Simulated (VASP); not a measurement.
Input of a VASP 6.6.1 run:

File INCAR:

```
PREC = Accurate ; ENCUT = 520
EDIFF = 1E-6 ; ISMEAR = 0
SIGMA = 0.1 ; LREAL = False
LASPH = True ; NELM = 150
ALGO = Normal ; ISIF = 2
LWAVE = False ; LCHARG = False
MAGMOM = 0 0 0 0 0 0 ; LORBIT = 11
LSORBIT = True ; GGA_COMPAT = False
LORBMOM = True ; GGA = PE
NBANDS = 30
```

KPOINTS

```
Automatic mesh
0
Gamma
  12 12 12
```

Contents of POSCAR:

```
GaSb
1.0
    0.0000000000      3.1079603751      3.1079603751
    3.1079603751      0.0000000000      3.1079603751
    3.1079603751      3.1079603751      0.0000000000
Ga Sb
1 1
Direct
    0.0000000000      0.0000000000      0.0000000000
    0.2500000000      0.2500000000      0.2500000000
```

Potentials or basis: VASP PAW PBE potentials, release 64 (Ga_d, Sb).

Run with:

```bash
$ cat potpaw_PBE.64/Ga_d/POTCAR potpaw_PBE.64/Sb/POTCAR > POTCAR
$ mpirun -np 1 vasp_ncl > vasp.out
```

**Question.** Estimate the pressure.

**Answer.** 0.1 GPa.

**Question.** What does it give for the net moment?

**Answer.** 0.00 μB per cell.

Moments on the atoms (μB; x, y, z):
```
Ga  0.00 0.00 0.00
Sb  0.00 0.00 0.00
```
